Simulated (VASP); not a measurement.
# B in VASP: single point with PBE

Aim: the single point of B with PBE.

Program: VASP 6.6.1. These are calculated values, not measurements. Logs are shortened: lines on timing, memory, paths and dates and some standing lists are left out, and cuts for length are marked.

**1. The cell of the first run**

The typed cell holds 8 atoms: a = 3.841 Å, b = 4.427 Å, c = 4.427 Å, α = 127.58°, β = 90.00°, γ = 90.00°.

**2. Single point, PBE**

INCAR reads:

```
SYSTEM = B
PREC = Accurate
ENCUT = 520
EDIFF = 1E-7
ISMEAR = 0
SIGMA = 0.1
LREAL = .FALSE.
LASPH = .TRUE.
NELM = 80
ALGO = Normal
ISIF = 2
LWAVE = .FALSE.
LCHARG = .FALSE.
GGA = PE
NBANDS = 22
```

KPOINTS reads:

```
Automatic mesh
0
G
  4 6 6
  0 0 0
```

POSCAR reads:

```
B
1.0
    3.8413041962      0.0000000000      0.0000000000
    0.0000000000      3.9717508324      1.9549897729
    0.0000000000     -3.9717508324      1.9549897729
B
8
Direct
    0.2499883345      0.4673065256     -0.0326880948
    0.7500116655     -0.0326880948      0.4673065256
    0.2499883345     -0.0326880948      0.4673065256
    0.7500116655      0.4673065256     -0.0326880948
    0.0000000000      0.8621774373      0.0724977226
    0.0000000000      0.0724977226      0.8621774373
    0.5000000000      0.3621691264      0.5724962920
    0.5000000000      0.5724962920      0.3621691264
```

Potentials or basis: VASP PAW PBE potentials, release 64 (B).

Command:

```console
$ cat potpaw_PBE.64/B/POTCAR > POTCAR
$ mpirun -np 1 vasp_std > vasp.out
```

OUTCAR:

```text
SYSTEM = B
   PREC = Accurate
   ENCUT = 520
   EDIFF = 1E-7
   ISMEAR = 0
   LREAL = .FALSE.
   LASPH = .TRUE.
   NELM = 80
   ISIF = 2
   GGA = PE

 ion  position               nearest neighbor table
   1  0.250  0.467  0.967-   6 1.79   7 1.79   8 1.79   5 1.79   4 1.92   4 1.92   3 1.95   3 1.95

   2  0.750  0.967  0.467-   5 1.79   8 1.79   7 1.79   6 1.79   3 1.92   3 1.92   4 1.95   4 1.95

   3  0.250  0.967  0.467-   5 1.79   8 1.79   7 1.79   6 1.79   2 1.92   2 1.92   1 1.95   1 1.95

   4  0.750  0.467  0.967-   6 1.79   7 1.79   8 1.79   5 1.79   1 1.92   1 1.92   2 1.95   2 1.95

   5  0.000  0.862  0.072-   6 1.67   3 1.79   2 1.79   4 1.79   1 1.79
   6  0.000  0.072  0.862-   5 1.67   4 1.79   1 1.79   2 1.79   3 1.79
   7  0.500  0.362  0.572-   8 1.67   4 1.79   1 1.79   2 1.79   3 1.79
   8  0.500  0.572  0.362-   7 1.67   3 1.79   2 1.79   4 1.79   1 1.79

  LATTYP: Found a base centered orthorhombic cell.
 ALAT       =     3.9099795458
 B/A-ratio  =     2.0315967313
 C/A-ratio  =     0.9824358801

  Lattice vectors:

 A1 = (   0.0000000000,   3.9717508324,   1.9549897729)
 A2 = (   0.0000000000,  -3.9717508324,   1.9549897729)
 A3 = (   3.8413041962,   0.0000000000,   0.0000000000)

Analysis of symmetry for initial positions (statically):
=====================================================================
 Subroutine PRICEL returns:
 Original cell was already a primitive cell.

 Routine SETGRP: Setting up the symmetry group for a
 base centered orthorhombic supercell.

 Subroutine GETGRP returns: Found  4 space group operations
 (whereof  4 operations were pure point group operations)
 out of a pool of  8 trial point group operations.

The static configuration has the point symmetry C_2v.

Analysis of symmetry for dynamics (positions and initial velocities):
=====================================================================
 Subroutine PRICEL returns:
 Original cell was already a primitive cell.

 Routine SETGRP: Setting up the symmetry group for a
 base centered orthorhombic supercell.

 Subroutine GETGRP returns: Found  4 space group operations
 (whereof  4 operations were pure point group operations)
 out of a pool of  8 trial point group operations.

The dynamic configuration has the point symmetry C_2v.

 Subroutine INISYM returns: Found  4 space group operations
 (whereof  4 operations are pure point group operations),
 and found     1 'primitive' translations

----------------------------------------------------------------------------------------

                                     Primitive cell

  volume of cell :      59.6534

  direct lattice vectors                    reciprocal lattice vectors
     3.841304196  0.000000000  0.000000000     0.260328250  0.000000000  0.000000000
     0.000000000  3.971750832  1.954989773     0.000000000  0.125889065  0.255755814
     0.000000000 -3.971750832  1.954989773     0.000000000 -0.125889065  0.255755814

  length of vectors
     3.841304196  4.426826141  4.426826141     0.260328250  0.285059806  0.285059806

  position of ions in fractional coordinates (direct lattice)
     0.249988335  0.467306526  0.967311905
     0.750011665  0.967311905  0.467306526
     0.249988335  0.967311905  0.467306526
     0.750011665  0.467306526  0.967311905
     0.000000000  0.862177437  0.072497723
     0.000000000  0.072497723  0.862177437
     0.500000000  0.362169126  0.572496292
     0.500000000  0.572496292  0.362169126

  ion indices of the primitive-cell ions
   primitive index   ion index
                 1           1
                 2           2
                 3           3
                 4           4
                 5           5
                 6           6
                 7           7
                 8           8

----------------------------------------------------------------------------------------

 KPOINTS: Automatic mesh

Automatic generation of k-mesh.
 Grid dimensions read from file:
 generate k-points for:    4    6    6

 Generating k-lattice:

  Cartesian coordinates                     Fractional coordinates (reciprocal lattice)
     0.065082063  0.000000000  0.000000000     0.250000000  0.000000000  0.000000000
     0.000000000  0.020981511  0.042625969     0.000000000  0.166666667  0.000000000
     0.000000000 -0.020981511  0.042625969     0.000000000  0.000000000  0.166666667

  Length of vectors
     0.065082063  0.047509968  0.047509968

  Shift w.r.t. Gamma in fractional coordinates (k-lattice)
     0.000000000  0.000000000  0.000000000

 Subroutine IBZKPT returns following result:
 ===========================================

 Found     39 irreducible k-points:

 Following reciprocal coordinates:
            Coordinates               Weight
  0.000000  0.000000  0.000000      1.000000
  0.250000  0.000000  0.000000      2.000000
  0.500000  0.000000  0.000000      1.000000
  0.000000  0.166667  0.000000      4.000000
  0.250000  0.166667  0.000000      8.000000
  0.500000  0.166667  0.000000      4.000000
[... 16 lines left out ...]
  0.250000 -0.333333  0.166667      8.000000
  0.500000 -0.333333  0.166667      4.000000
 [... further k-points ...]
   k-points           NKPTS =     39   k-points in BZ     NKDIM =     39   number of bands    NBANDS=     22
   number of dos      NEDOS =    301   number of ions     NIONS =      8
   total plane-waves  NPLWV =  38880
   dimension x,y,z NGX =    30 NGY =   36 NGZ =   36
   dimension x,y,z NGXF=    60 NGYF=   72 NGZF=   72
   ions per type =               8
   NGX,Y,Z   is equivalent  to a cutoff of  12.98, 13.52, 13.52 a.u.
   NGXF,Y,Z  is equivalent  to a cutoff of  25.97, 27.04, 27.04 a.u.
 SYSTEM =  B
   PREC   = accura    normal or accurate (medium, high low for compatibility)
   ISTART =      0    job   : 0-new  1-cont  2-samecut
   ICHARG =      2    charge: 1-file 2-atom 10-const
   ISPIN  =      1    spin polarized calculation?
   LNONCOLLINEAR =      F non collinear calculations
   LSORBIT =      F    spin-orbit coupling
   LASPH  =      T    aspherical Exc in radial PAW
   ENCUT  =  520.0 eV  38.22 Ry    6.18 a.u.   7.14  8.23  8.23*2*pi/ulx,y,z
   NELM   =     80;   NELMIN=  2; NELMDL= -5     # of ELM steps
   EDIFF  = 0.1E-06   stopping-criterion for ELM
   LREAL  =      F    real-space projection
   EDIFFG = 0.1E-05   stopping-criterion for IOM
   NSW    =      0    number of steps for IOM
   IBRION =     -1    ionic relax: 0-MD 1-quasi-New 2-CG
   NFREE  =      0    steps in history (QN), initial steepest desc. (CG)
   ISIF   =      2    stress and relaxation
   ISYM   =      2    0-nonsym 1-usesym 2-fastsym
   POTIM  = 0.5000    time-step for ionic-motion
   TEBEG  =    0.0;   TEEND  =   0.0 temperature during run
   PSTRESS=    0.0 pullay stress
   NELECT =      24.0000    total number of electrons
   NUPDOWN=      -1.0000    fix difference up-down
   EMIN   =  10.00;   EMAX   =-10.00  energy-range for DOS
   EFERMI =   0.00;   METHOD = LEGACY
   ISMEAR =     0;   SIGMA  =   0.10  broadening in eV -4-tet -1-fermi 0-gaus
   EFERMI_NEDOS =   21; number of points for ismear=-14 and -15
   IALGO  =     38    algorithm
   IMIX   =      4    mixing-type and parameters
     AMIX     =   0.40;   BMIX     =  1.00
     AMIX_MAG =   1.60;   BMIX_MAG =  1.00
  volume/ion in A,a.u.               =       7.46        50.32
  Fermi-wavevector in a.u.,A,eV,Ry     =   1.208556  2.283840 19.872780  1.460608
  Thomas-Fermi vector in A             =   2.344160
   LORBIT       =      0    0 simple, 1 ext, 2 COOP (PROOUT), +10 PAW based schemes
   GGA     = PE    functional components
   LHFCALC =     F    Hartree Fock is set to
   AEXX    =    0.0000 exact exchange contribution
   IVDW    =     0    specifies the selected vdW correction
   LEPSILON=     F    determine dielectric tensor
   LRPA    =     F    only Hartree local field effects (RPA)
 non-spin polarized calculation
 Gauss-broadening in eV      SIGMA  =   0.10
  energy-cutoff  :      520.00
  volume of cell :       59.65
 maximum number of plane-waves:      1634
 NGX is ok and might be reduce to    30
   NGX = 15   NGY = 17   NGZ = 17

 number of electron      24.0000000 magnetization

 Free energy of the ion-electron system (eV)
  ---------------------------------------------------
  ext. energy  EPLUGINS =         0.00000000
  ---------------------------------------------------
  free energy    TOTEN  =       -51.84718391 eV

  energy without entropy =      -51.83927307  energy(sigma->0) =      -51.84322849

 E-fermi :   4.9320     XC(G=0): -11.4442

 val. band max:        4.8774256158   @ k =   0.2500   0.1667   0.0000
 cond. band min:       4.9472060745   @ k =   0.0000   0.3333   0.1667
 fundamental gap:      0.0697804587
 Fermi energy:         4.9320186431

 k-point     1 :       0.0000    0.0000    0.0000
  band No.  band energies     occupation
      1     -10.1827      2.00000
      2      -3.6602      2.00000
      3      -3.5914      2.00000
      4      -2.3914      2.00000
      5      -1.3947      2.00000
      6      -0.7827      2.00000
[... 14 lines left out ...]
     21      16.5786      0.00000
     22      17.6618      0.00000

 k-point     2 :       0.2500    0.0000    0.0000
  band No.  band energies     occupation
      1      -9.7007      2.00000
      2      -5.9524      2.00000
      3      -3.1197      2.00000
      4      -2.0451      2.00000
      5      -0.4306      2.00000
      6      -0.3385      2.00000
[... 14 lines left out ...]
     21      15.6309      0.00000
     22      16.8606      0.00000

 k-point     3 :       0.5000    0.0000    0.0000
  band No.  band energies     occupation
      1      -8.2678      2.00000
      2      -8.2673      2.00000
      3      -2.0149      2.00000
      4      -2.0141      2.00000
      5       0.5502      2.00000
      6       0.5509      2.00000
[... 14 lines left out ...]
     21      16.6342      0.00000
     22      16.6387      0.00000

 k-point     4 :       0.0000    0.1667    0.0000
  band No.  band energies     occupation
      1      -9.9466      2.00000
      2      -4.8225      2.00000
      3      -3.4745      2.00000
      4      -2.6687      2.00000
      5      -1.1798      2.00000
      6      -0.0659      2.00000
[... 14 lines left out ...]
     21      14.9007      0.00000
     22      16.4703      0.00000

 k-point     5 :       0.2500    0.1667    0.0000
  band No.  band energies     occupation
      1      -9.4650      2.00000
      2      -5.7288      2.00000
      3      -4.3504      2.00000
      4      -2.3757      2.00000
      5      -0.3278      2.00000
      6       0.2926      2.00000
[... 14 lines left out ...]
     21      15.6792      0.00000
     22      16.1422      0.00000

 k-point     6 :       0.5000    0.1667    0.0000
  band No.  band energies     occupation
      1      -8.0345      2.00000
      2      -8.0339      2.00000
      3      -3.0690      2.00000
      4      -3.0683      2.00000
      5      -0.3633      2.00000
      6      -0.3628      2.00000
[... 14 lines left out ...]
     21      16.8012      0.00000
     22      16.8017      0.00000

 k-point     7 :       0.0000    0.3333    0.0000
  band No.  band energies     occupation
      1      -9.2464      2.00000
      2      -6.5897      2.00000
      3      -3.0352      2.00000
      4      -2.9002      2.00000
      5      -1.0021      2.00000
      6      -0.5568      2.00000
[... 324 lines left out ...]
      6       0.0173      2.00000
[... 14 lines left out ...]
     21      14.8465      0.00000
     22      16.3072      0.00000

 k-point    21 :       0.5000    0.5000    0.1667
  band No.  band energies     occupation
      1      -7.1064      2.00000
      2      -7.1057      2.00000
      3      -4.9870      2.00000
      4      -4.9864      2.00000
      5      -1.8214      2.00000
      6      -1.8210      2.00000
[... 14 lines left out ...]
     21      14.6204      0.00000
     22      14.6212      0.00000

 k-point    22 :       0.0000   -0.3333    0.1667
  band No.  band energies     occupation
      1      -9.7438      2.00000
      2      -5.0041      2.00000
      3      -4.1215      2.00000
      4      -3.3643      2.00000
      5      -0.8565      2.00000
      6       0.0179      2.00000
[... 14 lines left out ...]
     21      14.1786      0.00000
     22      15.5996      0.00000

 k-point    23 :       0.2500   -0.3333    0.1667
  band No.  band energies     occupation
      1      -9.2651      2.00000
      2      -5.5606      2.00000
      3      -4.5330      2.00000
      4      -3.6999      2.00000
      5      -0.5856      2.00000
      6       0.0351      2.00000
[... 14 lines left out ...]
     21      15.3973      0.00000
     22      15.9652      0.00000

 k-point    24 :       0.5000   -0.3333    0.1667
  band No.  band energies     occupation
      1      -7.8435      2.00000
      2      -7.8429      2.00000
      3      -3.4000      2.00000
      4      -3.3993      2.00000
      5      -1.6483      2.00000
      6      -1.6479      2.00000
[... 14 lines left out ...]
     21      15.4405      0.00000
     22      15.4417      0.00000

 [... further k-points ...]
[... 5 lines left out ...]
  --------------------------------------------------------------------------------------
  -------------------------------------------------------------------------------------
  Total        0.0161215      0.1328392     -0.0652239      0.0000000      0.0000000      0.0000000
  in kB        0.4329916      3.5678105     -1.7517896      0.0000000      0.0000000      0.0000000
  external PRESSURE =       0.7496708 kB  Pullay stress =       0.0000000 kB

 VOLUME and BASIS-vectors are now :
 -----------------------------------------------------------------------------
  energy-cutoff  :      520.00
  volume of cell :       59.65
      direct lattice vectors                 reciprocal lattice vectors
     3.841304196  0.000000000  0.000000000     0.260328250  0.000000000  0.000000000
     0.000000000  3.971750832  1.954989773     0.000000000  0.125889065  0.255755814
     0.000000000 -3.971750832  1.954989773     0.000000000 -0.125889065  0.255755814

 POSITION                                       TOTAL-FORCE (eV/Angst)
 -----------------------------------------------------------------------------------
      0.96028     -1.98590      2.80466         0.000754      0.000415      0.000929
      2.88102      1.98590      2.80466        -0.000754     -0.000415      0.000929
      0.96028      1.98590      2.80466         0.000754     -0.000415      0.000929
      2.88102     -1.98590      2.80466        -0.000754      0.000415      0.000929
      0.00000      3.13641      1.82728         0.000000      0.003022     -0.001198
      0.00000     -3.13641      1.82728         0.000000     -0.003022     -0.001198
      1.92065     -0.83537      1.82726         0.000000      0.003843     -0.000661
      1.92065      0.83537      1.82726         0.000000     -0.003843     -0.000661
 -----------------------------------------------------------------------------------
    total drift:                                0.000000     -0.000000     -0.000006

  FREE ENERGIE OF THE ION-ELECTRON SYSTEM (eV)
  ---------------------------------------------------
  free  energy   TOTEN  =       -51.8471839058 eV

  energy  without entropy=      -51.8392730653  energy(sigma->0) =      -51.84322849
```

Run time: 58 s. Hardware: 1 thread of Intel Xeon Platinum 8259CL at 2.50GHz (Skylake/Cascade Lake), shared host; peak memory 0.19 GiB.

What came out:

```yaml
Free_energy: -51.8472 eV
Pressure: 0.1 GPa
Largest_force: 0.004 eV/Å
Band_gap_on_the_k_mesh: zero (band 12 reaches 6.14 eV, above the bottom of band 13 at 4.32 eV)
```

Forces in eV/Å, atoms in the order of the input:
```
B    0.001  0.000  0.001
B   -0.001  0.000  0.001
B    0.001  0.000  0.001
B   -0.001  0.000  0.001
B    0.000  0.003 -0.001
B    0.000 -0.003 -0.001
B    0.000  0.004 -0.001
B    0.000 -0.004 -0.001
```

Stress tensor (GPa, compression positive):
```
 0.04  0.00  0.00
 0.00  0.36  0.00
 0.00  0.00 -0.18
```

Levels at points of the mesh, in eV from the Fermi level:
```
           k point  band 9  band 10  band 11  band 12  band 13  band 14  band 15  band 16
(0.00, 0.00, 0.00)   -2.79    -2.38    -2.15    -1.25     3.67     3.70     5.67     6.01
(0.50, 0.00, 0.00)   -4.29    -4.29    -1.52    -1.51     0.12     0.12     6.32     6.32
(0.00, 0.50, 0.00)   -1.94    -1.94    -0.25    -0.25     0.57     0.57     6.69     6.69
(0.50, 0.50, 0.00)   -1.09    -1.09     1.21     1.21     1.92     1.92     5.12     5.12
(0.00, 0.50, 0.50)   -2.73    -2.62    -1.53    -1.37     5.81     5.90     6.02     6.30
(0.50, 0.50, 0.50)   -0.72    -0.72     0.71     0.71     1.73     1.73     7.13     7.13
```

Caveat: the k points lie up to 0.41 Å⁻¹ apart.
